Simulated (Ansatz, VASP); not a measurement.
# BN: VASP beside Ansatz

Contents of INCAR:

```
SYSTEM = BN
  PREC = Accurate
  ENCUT = 520
  EDIFF = 1E-6
  ISMEAR = 0
  SIGMA = 0.05
  LREAL = .FALSE.
  LASPH = .TRUE.
  NELM = 100
  ALGO = Normal
  ISIF = 2
  LWAVE = .FALSE.
  LCHARG = .TRUE.
  GGA = PE
  IVDW = 12
  LELF = .TRUE.
  LVHAR = .TRUE.
  NBANDS = 16
```

KPOINTS

```
regular mesh
0
G
  12 12 4
  0 0 0
```

POSCAR

```
BN
1.0
    2.6066956301      0.0000000000      0.0000000000
   -1.3033478151      2.2574646356      0.0000000000
    0.0000000000      0.0000000000      6.3521729774
B N
2 2
Direct
    0.3333333333      0.6666666667      0.2500000000
    0.6666666667      0.3333333333      0.7500000000
    0.3333333333      0.6666666667      0.7500000000
    0.6666666667      0.3333333333      0.2500000000
```

Input for Ansatz:

```yaml
crystal:
  lattice:
    - [2.6066956301, 0.0, 0.0]
    - [-1.3033478151, 2.2574646356, 0.0]
    - [0.0, 0.0, 6.3521729774]
  atoms:
    - { symbol: B, position: [0.3333333333, 0.6666666667, 0.25] }
    - { symbol: B, position: [0.6666666667, 0.3333333333, 0.75] }
    - { symbol: "N", position: [0.3333333333, 0.6666666667, 0.75] }
    - { symbol: "N", position: [0.6666666667, 0.3333333333, 0.25] }
basis:
  ecutwfc: 420
kpoints:
  mp_grid: { grid: [12, 12, 4] }
hamiltonian:
  xc: pbe
  dispersion: d3bj
scf:
  occupations: { method: gaussian, width: 0.05 }
output:
  forces: true
  stress: true
  eigenvalues: true
```

Change from the starting cell: strain +0.040 along x and y, -0.040 along z, atoms carried along.

Alike in both runs: task single point; functional PBE; dispersion D3(BJ); k mesh 12 × 12 × 4; occupations gaussian, width 0.05 eV; no spin polarisation.

|  | VASP | Ansatz |
| --- | --- | --- |
| version | VASP 6.6.1 | Ansatz 0.2.0 |
| potentials or method | VASP PAW PBE potentials, release 64 (B, N), cutoff 520 eV | scalar-relativistic, plane waves, PAW |
| valence electrons in the cell | 16 | 16 |

|  | VASP | Ansatz | Ansatz less VASP |
| --- | --- | --- | --- |
| gap on the k mesh at the Fermi level (eV) | 3.96 | 3.97 | +0.005 |
| least direct gap on the mesh (eV) | 4.24 | 4.24 | +0.005 |
| pressure (GPa) | -24.2 | -24.2 | -0.05 |
| traceless stress, the component that is largest in VASP (GPa) | 25.40 | 25.55 | +0.154 |
